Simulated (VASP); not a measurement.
Set up this calculation in VASP 6.6.1, as the native input.

```
Task                   : single point
Functional             : PBE
Potentials or basis    : VASP PAW PBE potentials, release 64 (Ni, Sb)
Cutoff                 : 520 eV
k mesh                 : 12 × 12 × 8
Occupations            : gaussian, width 0.05 eV
Spin                   : collinear spin, zero start
Starting moments       : [0.0, 0.0, 0.0, 0.0] μB
Dipole correction      : no
Further INCAR settings : ALGO = Normal; EDIFF = 1e-07; NBANDS = 27
```

The structure of NiSb lies in POSCAR:

```
NiSb
1.0
    3.9280000000      0.0000000000      0.0000000000
   -1.9640000000      3.4017477861      0.0000000000
    0.0000000000      0.0000000000      5.1200000000
Ni Sb
2 2
Direct
    0.0000000000      0.0000000000      0.0000000000
    0.0000000000      0.0000000000      0.5000000000
    0.3333333333      0.6666666667      0.2500000000
    0.6666666667      0.3333333333      0.7500000000
```

These files were run (other wordings do the same):

INCAR

```
ALGO = Normal
EDIFF = 1E-7
ENCUT = 520
GGA = PE
ISIF = 2
ISMEAR = 0
ISPIN = 2
LASPH = True
LCHARG = False
LMAXMIX = 4
LORBIT = 11
LREAL = False
LWAVE = False
MAGMOM = 0 0 0 0
NBANDS = 27
NELM = 150
PREC = Accurate
SIGMA = 0.05
```

KPOINTS

```
k-points
0
Gamma
  12 12 8
```

Potentials or basis: VASP PAW PBE potentials, release 64 (Ni, Sb).

Launch:

```bash
$ cat potpaw_PBE.64/Ni/POTCAR potpaw_PBE.64/Sb/POTCAR > POTCAR
$ mpirun -np 1 vasp_std > vasp.out
```

It gave:

```
Pressure                                              : 3.6 GPa
Band gap on the k mesh                                : zero (filled and empty bands overlap)
Net moment                                            : 0.00 μB per cell
Valence electrons inside the program's atomic spheres : Ni 9.40; Sb 2.43
```

Caveat: spin-orbit coupling is left out, which moves the levels of the heavy elements.

It took 6.5 min on 1 thread of Oxide Virtual Turin-like Processor (shared host), peak memory 0.36 GiB.
